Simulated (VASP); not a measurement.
# BeTe in VASP: further runs

Runs on BeTe. Level: PBE. Tasks: single point, relaxation of cell and atoms.

Everything below comes from runs of VASP 6.6.1. Logs are shortened: lines on timing, memory, paths and dates and some standing lists are left out, and cuts for length are marked.

## Step 1: The cell of the first run

Symmetry: Immm, No. 71, orthorhombic system. Conventional cell: a = 3.797 Å, b = 3.813 Å, c = 5.310 Å, α = 90.00°, β = 90.00°, γ = 90.00°. Be (site symmetry mmm) has 6 Te at 2.65 to 2.69 Å within 3.5 Å. Te (site symmetry mmm) has 6 Be at 2.65 to 2.69 Å within 3.5 Å.

## Step 2: Single point, PBE

The input, INCAR:

```
SYSTEM = BeTe
PREC = Accurate
ENCUT = 520
EDIFF = 1E-6
ISMEAR = 0
SIGMA = 0.1
LREAL = .False.
LASPH = .True.
NELM = 60
ALGO = Normal
ISIF = 2
LWAVE = .False.
LCHARG = .False.
GGA = PE
NBANDS = 11
```

The input, KPOINTS:

```
regular mesh
0
Gamma
  6 6 6
  0 0 0
```

The input, POSCAR:

```
BeTe
1.0
   -1.8986050002      2.6547703065      1.9067199717
    1.8986050002     -2.6547703065      1.9067199717
    1.8986050002      2.6547703065     -1.9067199717
Be Te
1 1
Direct
    0.5000000000      0.0000000000      0.5000000000
    0.0000000000      0.0000000000      0.0000000000
```

Potentials or basis: VASP PAW PBE potentials, release 64 (Be, Te).

The run is started by

```
$ cat potpaw_PBE.64/Be/POTCAR potpaw_PBE.64/Te/POTCAR > POTCAR
$ mpirun -np 1 vasp_std > vasp.out
```

OUTCAR:

```text
SYSTEM = BeTe
   PREC = Accurate
   ENCUT = 520
   EDIFF = 1E-6
   ISMEAR = 0
   LREAL = .False.
   LASPH = .True.
   NELM = 60
   ISIF = 2
   GGA = PE

 ion  position               nearest neighbor table
   1  0.500  0.000  0.500-   2 2.65   2 2.65   2 2.69   2 2.69   2 2.69   2 2.69
   2  0.000  0.000  0.000-   1 2.65   1 2.65   1 2.69   1 2.69   1 2.69   1 2.69

  LATTYP: Found a body centered orthorhombic cell.
 ALAT       =     3.7972100004
 B/A-ratio  =     1.0042741758
 C/A-ratio  =     1.3982741572

  Lattice vectors:

 A1 = (  -1.8986050002,  -2.6547703065,   1.9067199717)
 A2 = (   1.8986050002,  -2.6547703065,  -1.9067199717)
 A3 = (   1.8986050002,   2.6547703065,   1.9067199717)

Analysis of symmetry for initial positions (statically):
=====================================================================
 Subroutine PRICEL returns:
 Original cell was already a primitive cell.

 Routine SETGRP: Setting up the symmetry group for a
 body centered orthorhombic supercell.

 Subroutine GETGRP returns: Found  8 space group operations
 (whereof  8 operations were pure point group operations)
 out of a pool of  8 trial point group operations.

The static configuration has the point symmetry D_2h.

Analysis of symmetry for dynamics (positions and initial velocities):
=====================================================================
 Subroutine PRICEL returns:
 Original cell was already a primitive cell.

 Routine SETGRP: Setting up the symmetry group for a
 body centered orthorhombic supercell.

 Subroutine GETGRP returns: Found  8 space group operations
 (whereof  8 operations were pure point group operations)
 out of a pool of  8 trial point group operations.

The dynamic configuration has the point symmetry D_2h.

 Subroutine INISYM returns: Found  8 space group operations
 (whereof  8 operations are pure point group operations),
 and found     1 'primitive' translations

----------------------------------------------------------------------------------------

                                     Primitive cell

  volume of cell :      38.4422

  direct lattice vectors                    reciprocal lattice vectors
    -1.898605000  2.654770307  1.906719972     0.000000000  0.188340211  0.262230431
     1.898605000 -2.654770307  1.906719972     0.263351250  0.000000000  0.262230431
     1.898605000  2.654770307 -1.906719972     0.263351250  0.188340211  0.000000000

  length of vectors
     3.779958648  3.779958648  3.779958648     0.322857297  0.371643216  0.323768306

  position of ions in fractional coordinates (direct lattice)
     0.500000000  0.000000000  0.500000000
     0.000000000  0.000000000  0.000000000

  ion indices of the primitive-cell ions
   primitive index   ion index
                 1           1
                 2           2

----------------------------------------------------------------------------------------

 KPOINTS: regular mesh

Automatic generation of k-mesh.
 Grid dimensions read from file:
 generate k-points for:    6    6    6

 Generating k-lattice:

  Cartesian coordinates                     Fractional coordinates (reciprocal lattice)
     0.000000000  0.031390035  0.043705072     0.166666667  0.000000000 -0.000000000
     0.043891875  0.000000000  0.043705072     0.000000000  0.166666667 -0.000000000
     0.043891875  0.031390035  0.000000000    -0.000000000  0.000000000  0.166666667

  Length of vectors
     0.053809549  0.061940536  0.053961384

  Shift w.r.t. Gamma in fractional coordinates (k-lattice)
     0.000000000  0.000000000  0.000000000

 Subroutine IBZKPT returns following result:
 ===========================================

 Found     46 irreducible k-points:

 Following reciprocal coordinates:
            Coordinates               Weight
  0.000000  0.000000  0.000000      1.000000
  0.166667 -0.000000  0.000000      4.000000
  0.333333 -0.000000  0.000000      4.000000
  0.500000  0.000000  0.000000      2.000000
  0.000000  0.166667 -0.000000      4.000000
  0.166667  0.166667  0.000000      8.000000
[... 16 lines left out ...]
 -0.166667  0.166667  0.166667      2.000000
  0.166667  0.333333  0.166667      4.000000
 [... further k-points ...]
   k-points           NKPTS =     46   k-points in BZ     NKDIM =     46   number of bands    NBANDS=     11
   number of dos      NEDOS =    301   number of ions     NIONS =      2
   total plane-waves  NPLWV =  21952
   dimension x,y,z NGX =    28 NGY =   28 NGZ =   28
   dimension x,y,z NGXF=    56 NGYF=   56 NGZF=   56
   ions per type =               1   1
   NGX,Y,Z   is equivalent  to a cutoff of  12.31, 12.31, 12.31 a.u.
   NGXF,Y,Z  is equivalent  to a cutoff of  24.63, 24.63, 24.63 a.u.
 SYSTEM =  BeTe
   PREC   = accura    normal or accurate (medium, high low for compatibility)
   ISTART =      0    job   : 0-new  1-cont  2-samecut
   ICHARG =      2    charge: 1-file 2-atom 10-const
   ISPIN  =      1    spin polarized calculation?
[... 64 lines left out ...]
      3       7.0394      1.99997
      4       7.1005      1.99912
      5      10.3557      0.00000
      6      13.4099      0.00000
      7      13.4271      0.00000
      8      13.8513      0.00000
      9      14.0524      0.00000
     10      14.1266      0.00000
     11      14.2062      0.00000

 k-point     2 :       0.1667   -0.0000    0.0000
  band No.  band energies     occupation
      1      -5.7518      2.00000
      2       4.7931      2.00000
      3       6.9165      2.00000
      4       7.0184      1.99999
      5      11.0324      0.00000
      6      11.9602      0.00000
      7      12.1623      0.00000
      8      13.4197      0.00000
      9      14.2621      0.00000
     10      14.9485      0.00000
     11      14.9654      0.00000

 k-point     3 :       0.3333   -0.0000    0.0000
  band No.  band energies     occupation
      1      -4.8542      2.00000
      2       1.8907      2.00000
      3       6.9566      2.00000
      4       6.9636      2.00000
      5      10.2547      0.00000
      6      10.3410      0.00000
      7      10.5616      0.00000
      8      13.0337      0.00000
      9      16.6468      0.00000
     10      17.1217      0.00000
     11      17.2085      0.00000

 k-point     4 :       0.5000    0.0000    0.0000
  band No.  band energies     occupation
      1      -4.1680      2.00000
      2       0.4770      2.00000
      3       6.9903      2.00000
      4       7.0680      1.99985
      5       9.5621      0.00000
      6       9.6055      0.00000
      7      10.2635      0.00000
      8      12.8560      0.00000
      9      19.2081      0.00000
     10      20.0250      0.00000
     11      20.1967      0.00000

 k-point     5 :       0.0000    0.1667   -0.0000
  band No.  band energies     occupation
      1      -5.6384      2.00000
      2       5.5142      2.00000
      3       5.9623      2.00000
      4       6.1378      2.00000
      5       9.9863      0.00000
      6      12.3888      0.00000
      7      12.5197      0.00000
      8      13.8567      0.00000
      9      14.3025      0.00000
     10      16.0584      0.00000
     11      16.1908      0.00000
[... 211 lines left out ...]
 k-point    21 :       0.1667    0.1667    0.1667
  band No.  band energies     occupation
      1      -4.1246      2.00000
      2       2.1553      2.00000
      3       3.7086      2.00000
      4       5.0331      2.00000
      5       9.1706      0.00000
      6      11.7857      0.00000
      7      13.1043      0.00000
      8      15.1695      0.00000
      9      15.5713      0.00000
     10      19.0491      0.00000
     11      19.1159      0.00000

 k-point    22 :       0.3333    0.1667    0.1667
  band No.  band energies     occupation
      1      -3.5771      2.00000
      2       1.4641      2.00000
      3       3.2007      2.00000
      4       4.3474      2.00000
      5      10.3923      0.00000
      6      10.4999      0.00000
      7      15.1638      0.00000
      8      15.4816      0.00000
      9      15.9139      0.00000
     10      16.2584      0.00000
     11      20.8634      0.00000

 k-point    23 :      -0.1667    0.1667    0.1667
  band No.  band energies     occupation
      1      -5.2134      2.00000
      2       3.6590      2.00000
      3       4.9546      2.00000
      4       7.5292      0.00623
      5      10.1505      0.00000
      6      10.5921      0.00000
      7      12.6265      0.00000
      8      13.9060      0.00000
      9      14.8200      0.00000
     10      15.0604      0.00000
     11      18.3992      0.00000

 k-point    24 :       0.1667    0.3333    0.1667
  band No.  band energies     occupation
      1      -3.3330      2.00000
      2       1.7563      2.00000
      3       3.2036      2.00000
      4       3.2300      2.00000
      5       8.7953      0.00000
      6      12.6215      0.00000
      7      12.9976      0.00000
      8      16.4298      0.00000
      9      17.2831      0.00000
     10      17.6580      0.00000
     11      22.6481      0.00000

 [... further k-points ...]

------------------------ aborting loop because EDIFF is reached ----------------------------------------

  FORCE on cell =-STRESS in cart. coord.  units (eV):
  Direction    XX          YY          ZZ          XY          YZ          ZX
  --------------------------------------------------------------------------------------
  -------------------------------------------------------------------------------------
  Total        0.0399013      0.1027854     -0.0665721      0.0000000      0.0000000     -0.0000000
  in kB        1.6629883      4.2838416     -2.7745612      0.0000000      0.0000000     -0.0000000
  external PRESSURE =       1.0574229 kB  Pullay stress =       0.0000000 kB

 VOLUME and BASIS-vectors are now :
 -----------------------------------------------------------------------------
  energy-cutoff  :      520.00
  volume of cell :       38.44
      direct lattice vectors                 reciprocal lattice vectors
    -1.898605000  2.654770307  1.906719972     0.000000000  0.188340211  0.262230431
     1.898605000 -2.654770307  1.906719972     0.263351250  0.000000000  0.262230431
     1.898605000  2.654770307 -1.906719972     0.263351250  0.188340211  0.000000000

 POSITION                                       TOTAL-FORCE (eV/Angst)
 -----------------------------------------------------------------------------------
      0.00000      2.65477      0.00000         0.000000      0.000000      0.000000
      0.00000      0.00000      0.00000        -0.000000     -0.000000     -0.000000
 -----------------------------------------------------------------------------------
    total drift:                               -0.000000     -0.000000      0.000000

  FREE ENERGIE OF THE ION-ELECTRON SYSTEM (eV)
  ---------------------------------------------------
  free  energy   TOTEN  =        -6.5849980509 eV

  energy  without entropy=       -6.5826006328  energy(sigma->0) =       -6.58379934
```

Run time: 10 s. Hardware: 1 thread of Intel Xeon 6975P-C (Granite Rapids), shared host; peak memory 0.16 GiB.

What came out:

```yaml
Free_energy: -6.5850 eV
Pressure: 0.1 GPa
Band_gap_on_the_k_mesh: zero (band 4 reaches 7.57 eV, above the bottom of band 5 at 6.26 eV)
```

Stress tensor (GPa, compression positive):
```
 0.17  0.00  0.00
 0.00  0.43  0.00
 0.00  0.00 -0.28
```

Levels at points of the mesh, in eV from the Fermi level:
```
           k point  band 2  band 3  band 4  band 5  band 6  band 7
(0.00, 0.00, 0.00)   -0.44   -0.30   -0.24    3.02    6.07    6.09
(0.50, 0.00, 0.00)   -6.86   -0.35   -0.27    2.23    2.27    2.93
(0.00, 0.50, 0.00)   -6.12   -3.14   -2.96   -0.95    3.03    8.60
(0.50, 0.50, 0.00)   -6.85   -0.39   -0.28    2.18    2.26    2.90
(0.50, 0.50, 0.50)   -6.11   -3.16   -3.09   -1.07    2.97    8.75
```

Caveat: the k points lie up to 0.39 Å⁻¹ apart; spin-orbit coupling is left out, which moves the levels of the heavy elements.

## Step 3: Single point, PBE

The input, INCAR:

```
SYSTEM = BeTe
PREC     = Accurate       ! precision mode
ENCUT    = 520            ! plane-wave cutoff, eV
EDIFF    = 1E-6           ! SCF threshold, eV
ISMEAR   = 0              ! smearing method
SIGMA    = 0.1            ! smearing width, eV
LREAL    = .FALSE.        ! projectors in reciprocal space
LASPH    = .TRUE.         ! aspherical terms in the spheres
NELM     = 60             ! most SCF steps
ALGO     = Normal         ! electronic algorithm
ISIF     = 2              ! what is computed and relaxed
LWAVE    = .FALSE.        ! write WAVECAR
LCHARG   = .FALSE.        ! write CHGCAR
GGA      = PE             ! functional
NBANDS   = 11             ! bands
```

The input, KPOINTS:

```
regular mesh
0
G
  20 20 20
  0 0 0
```

The input, POSCAR:

```
BeTe
1.0
   -1.8952047756      1.8952047756      2.6803810478
    1.8952047756     -1.8952047756      2.6803810478
    1.8952047756      1.8952047756     -2.6803810478
Be Te
1 1
Direct
    0.5000000000      0.5000000000      0.0000000000
    0.0000000000      0.0000000000      0.0000000000
```

Potentials or basis: VASP PAW PBE potentials, release 64 (Be, Te).

The run is started by

```
$ cat potpaw_PBE.64/Be/POTCAR potpaw_PBE.64/Te/POTCAR > POTCAR
$ mpirun -np 1 vasp_std > vasp.out
```

Wall time 88 s (1 thread of Intel Xeon 6975P-C (Granite Rapids), shared host); peak memory 0.4 GiB.

It converged, with:

```yaml
Free_energy: -6.6028 eV
Pressure: 0.1 GPa
Band_gap_on_the_k_mesh: zero (band 4 reaches 7.53 eV, above the bottom of band 5 at 6.32 eV)
```

Levels at points of the mesh, in eV from the Fermi level:
```csv
k point,band 2,band 3,band 4,band 5,band 6,band 7
"(0.00, 0.00, 0.00)",-0.23,-0.23,-0.23,3.09,6.30,6.30
"(0.50, 0.00, 0.00)",-6.75,-0.23,-0.23,2.32,2.32,2.98
"(0.50, 0.50, 0.00)",-6.01,-2.98,-2.98,-0.91,3.10,8.87
"(0.50, 0.50, 0.50)",-6.01,-2.98,-2.98,-0.91,3.10,8.87
```

Caveat: spin-orbit coupling is left out, which moves the levels of the heavy elements.

## Step 4: Relaxation of cell and atoms, PBE

The input, INCAR:

```
PREC     = Accurate       # precision mode
ENCUT    = 600            # plane-wave cutoff, eV
EDIFF    = 1E-6           # SCF threshold, eV
ISMEAR   = 0              # smearing method
SIGMA    = 0.1            # smearing width, eV
LREAL    = F              # projectors in reciprocal space
LASPH    = T              # aspherical terms in the spheres
NELM     = 60             # most SCF steps
ALGO     = Normal         # electronic algorithm
ISIF     = 3              # what is computed and relaxed
LWAVE    = F              # write WAVECAR
LCHARG   = F              # write CHGCAR
GGA      = PE             # functional
IBRION   = 2              # ionic algorithm
NSW      = 100            # ionic steps
EDIFFG   = -0.01          # ionic threshold
```

The input, KPOINTS:

```
regular mesh
0
Gamma
  20 20 20
```

The input, POSCAR:

```
BeTe
1.0
   -1.9026624860      1.9026624860      2.6547703065
    1.9026624860     -1.9026624860      2.6547703065
    1.9026624860      1.9026624860     -2.6547703065
Be Te
1 1
Direct
    0.5000000000      0.5000000000      0.0000000000
    0.0000000000      0.0000000000      0.0000000000
```

The run is started by

```
$ cat potpaw_PBE.64/Be/POTCAR potpaw_PBE.64/Te/POTCAR > POTCAR
$ mpirun -np 1 vasp_std > vasp.out
```

It took 4 min on 1 thread of Intel Xeon 6975P-C (Granite Rapids), shared host; peak memory 0.43 GiB.

The run converged. Its results:

```
Free energy                            : -6.6028 eV
Relaxed volume                         : 19.28 Å³/atom
Relaxed cell                           : a = 3.792 Å, b = 3.792 Å, c = 3.792 Å, α = 120.02°, β = 120.02°, γ = 89.96°
Space group after relaxing (to 0.05 Å) : Fm-3m (No. 225)
Energy gained by relaxing              : 0.6 meV/atom
Ionic steps                            : 4
Pressure after relaxing                : 0.0 GPa
Band gap on the k mesh                 : zero (band 4 reaches 7.52 eV, above the bottom of band 5 at 6.30 eV)
```

Step by step:
```
step  energy change (eV)  largest force (eV/Å)  pressure (GPa)  volume (Å³)
   1              0.0000                0.0000            0.22        38.44
   2             -0.0008                0.0000           -0.06        38.59
   3             -0.0010                0.0000           -0.26        38.70
   4             -0.0012                0.0000            0.00        38.55
```

Final structure:
```cif
data_structure
_symmetry_space_group_name_H-M 'P 1'
_symmetry_Int_Tables_number 1
_cell_length_a 3.7923
_cell_length_b 3.7923
_cell_length_c 3.7923
_cell_angle_alpha 120.024
_cell_angle_beta 120.024
_cell_angle_gamma 89.959
_cell_volume 38.55
loop_
_atom_site_label
_atom_site_type_symbol
_atom_site_fract_x
_atom_site_fract_y
_atom_site_fract_z
_atom_site_occupancy
Be1 Be 0.50000 0.50000 0.00000 1
Te1 Te 0.00000 0.00000 0.00000 1
```

Levels at points of the mesh, in eV from the Fermi level:
```
           k point  band 1  band 2  band 3  band 4  band 5  band 6  band 7  band 8
(0.00, 0.00, 0.00)  -13.31   -0.24   -0.24   -0.23    3.08    6.29    6.31    6.31
(0.50, 0.00, 0.00)  -11.39   -6.74   -0.23   -0.22    2.32    2.33    2.98    5.57
(0.50, 0.50, 0.00)  -10.57   -6.01   -2.98   -2.97   -0.91    3.10    8.85    8.88
(0.50, 0.50, 0.50)  -10.58   -6.01   -2.97   -2.97   -0.90    3.11    8.87    8.87
```

Caveat: spin-orbit coupling is left out, which moves the levels of the heavy elements.

## Step 5: The runs side by side

```tsv
task	cell	k mesh	cutoff (eV)	gap on the mesh (eV)	pressure (GPa)
single point	a = 3.780 Å, angles 119.7, 90.8, 119.4°, 2 atoms	6 × 6 × 6	520	none	0.1
single point	a = 3.791 Å, angles 120.0, 120.0, 90.0°, 2 atoms	20 × 20 × 20	520	none	0.1
relaxation of cell and atoms	relaxed from a = 3.780 Å, angles 119.6, 119.6, 90.8°, 2 atoms	20 × 20 × 20	600	none	0.0
```

Alike in all rows: level PBE; potentials or basis VASP PAW PBE potentials, release 64 (Be, Te); no spin polarisation; smearing gaussian 0.1 eV.

Caveats: some runs use coarse meshes; spin-orbit coupling is left out, which moves the levels of the heavy elements.

Total energies depend on the potentials used, so only differences within one code and one set of settings carry meaning.
